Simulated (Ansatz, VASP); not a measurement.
**Two plane-wave programs on Te2Mo**

INCAR

```
SYSTEM = Te2Mo
  PREC = Accurate
  ENCUT = 520
  EDIFF = 1E-6
  ISMEAR = 0
  SIGMA = 0.05
  LREAL = .False.
  LASPH = .True.
  NELM = 80
  ALGO = Normal
  ISIF = 2
  LWAVE = .False.
  LCHARG = .True.
  LDIPOL = .True.
  IDIPOL = 3
  DIPOL = 0.5 0.5 0.399
  GGA = PE
  IVDW = 12
  LELF = .True.
  LVHAR = .True.
  LVACPOTAV = .True.
  NBANDS = 35
```

KPOINTS

```
Automatic mesh
0
Gamma
  9 9 1
  0 0 0
```

The input POSCAR:

```
Te2Mo
1.0
    3.5038817003      0.0000000000      0.0000000000
   -1.7519408501      3.0344505643      0.0000000000
    0.0000000000      0.0000000000     24.7677199090
Te Mo
4 2
Direct
    0.3333333333      0.6666666667      0.1816881011
    0.3333333333      0.6666666667      0.3284056823
    0.8333333333      1.0000000000      0.4689111471
    0.8333333333      1.0000000000      0.6156287282
    0.6666666667      0.3333333333      0.2550468917
    0.5000000000      1.3333333333      0.5422699377
```

Input for Ansatz:

```yaml
crystal:
  lattice:
    - [3.5038815618, 0.0, 0.0]
    - [-1.7519407809, 3.0344504444, 0.0]
    - [0.0, 0.0, 24.7677192917]
  atoms:
    - { symbol: Te, position: [0.3333333333, 0.6666666667, 0.1816881057] }
    - { symbol: Mo, position: [0.6666666667, 0.3333333333, 0.2550468918] }
    - { symbol: Te, position: [0.3333333333, 0.6666666667, 0.328405678] }
    - { symbol: Te, position: [0.8333333333, 1.0, 0.4689111464] }
    - { symbol: Mo, position: [0.5, 1.3333333333, 0.5422699325] }
    - { symbol: Te, position: [0.8333333333, 1.0, 0.6156287187] }
basis:
  ecutwfc: 420
kpoints:
  mp_grid: { grid: [9, 9, 1] }
hamiltonian:
  xc: pbe
  pseudopotentials: { kind: paw, azcp: { folder: soft_1 } }
  dispersion: d3bj
scf:
  occupations: { method: gaussian, width: 0.05 }
output:
  forces: true
  eigenvalues: true
efield:
  axis: 3
  dipole_correction: true
  ramp_width: 0.04
```

Alike in both runs: task single point; functional PBE; dispersion D3(BJ); k mesh 9 × 9 × 1; occupations gaussian, width 0.05 eV; no spin polarisation.

|  | VASP | Ansatz |
| --- | --- | --- |
| version | VASP 6.6.1 | Ansatz 0.2.0 |
| potentials or method | VASP PAW PBE potentials, release 64 (Te, Mo_sv), cutoff 520 eV | scalar-relativistic, plane waves, PAW |
| valence electrons in the cell | 52 | 92 |

Ansatz gave:

```
gap on the k mesh at the Fermi level (eV) : 1.09
least direct gap on the mesh (eV)         : 1.15
rms of the force components (eV/Å)        : 0.021
```

What did VASP give for the same quantities?

gap on the k mesh at the Fermi level (eV): 1.10; least direct gap on the mesh (eV): 1.15; rms of the force components (eV/Å): 0.019.

VASP's potentials hold 52 valence electrons a cell and Ansatz's 92, so a difference there can come from the potentials and not from the codes.

Neither program's run includes spin-orbit coupling.
